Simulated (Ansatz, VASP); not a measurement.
# Two plane-wave programs on Sr2TeO

INCAR

```
SYSTEM = Sr2TeO
ALGO = Normal
EDIFF = 1E-6
ENCUT = 520
GGA = PE
ISIF = 2
ISMEAR = 0
LASPH = .True.
LCHARG = .False.
LREAL = .False.
LWAVE = .False.
NBANDS = 24
NELM = 60
PREC = Accurate
SIGMA = 0.01
```

KPOINTS

```
k-points
0
Gamma
  6 6 6
  0 0 0
```

The input POSCAR:

```
Sr2TeO
1.0
    2.0545119104      1.1861730045      7.0220476184
   -2.0545119104      1.1861730045      7.0220476184
    0.0000000000     -2.3723460091      7.0220476184
O Te Sr
1 1 2
Direct
    1.0000000000      0.0000000000      0.0000000000
    0.5000000000      0.5000000000      0.5000000000
    0.2676818666      0.2676818666      0.2676818666
    0.7323181334      0.7323181334      0.7323181334
```

Input for Ansatz:

```yaml
crystal:
  lattice:
    - [2.0545119104, 1.1861730045, 7.0220476184]
    - [-2.0545119104, 1.1861730045, 7.0220476184]
    - [0.0, -2.3723460091, 7.0220476184]
  atoms:
    - { symbol: O, position: [1.0, 0.0, 0.0] }
    - { symbol: Te, position: [0.5, 0.5, 0.5] }
    - { symbol: Sr, position: [0.2676818666, 0.2676818666, 0.2676818666] }
    - { symbol: Sr, position: [0.7323181334, 0.7323181334, 0.7323181334] }
kpoints:
  mp_grid: { grid: [6, 6, 6] }
hamiltonian:
  xc: pbe
scf:
  occupations: { method: fixed }
  n_extra_bands: 5
output:
  forces: true
  stress: true
  eigenvalues: true
```

Alike in both runs: task single point; functional PBE; k mesh 6 × 6 × 6; no spin polarisation.

|  | VASP | Ansatz |
| --- | --- | --- |
| version | VASP 6.6.1 | Ansatz 0.2.0 |
| potentials or method | VASP PAW PBE potentials, release 64 (O, Te, Sr_sv) | plane waves, PAW |
| plane-wave cutoff (eV) | 520 | 420 |
| occupations | gaussian, width 0.01 eV | fixed |
| valence electrons in the cell | 32 | 42 |

Ansatz gave:

```
gap on the k mesh at the Fermi level (eV)                     : 1.05
pressure (GPa)                                                : 1.6
traceless stress, the component that is largest in VASP (GPa) : 0.13
rms of the force components (eV/Å)                            : 0.032
```

Q: Which values does VASP return?

A: gap on the k mesh at the Fermi level (eV): 1.02; pressure (GPa): 1.8; traceless stress, the component that is largest in VASP (GPa): 0.15; rms of the force components (eV/Å): 0.032.

Atom by atom the forces differ by 0.000 eV/Å (rms over components). VASP's potentials hold 32 valence electrons a cell and Ansatz's 42, so a difference there can come from the potentials and not from the codes.

Neither program's run includes spin-orbit coupling.
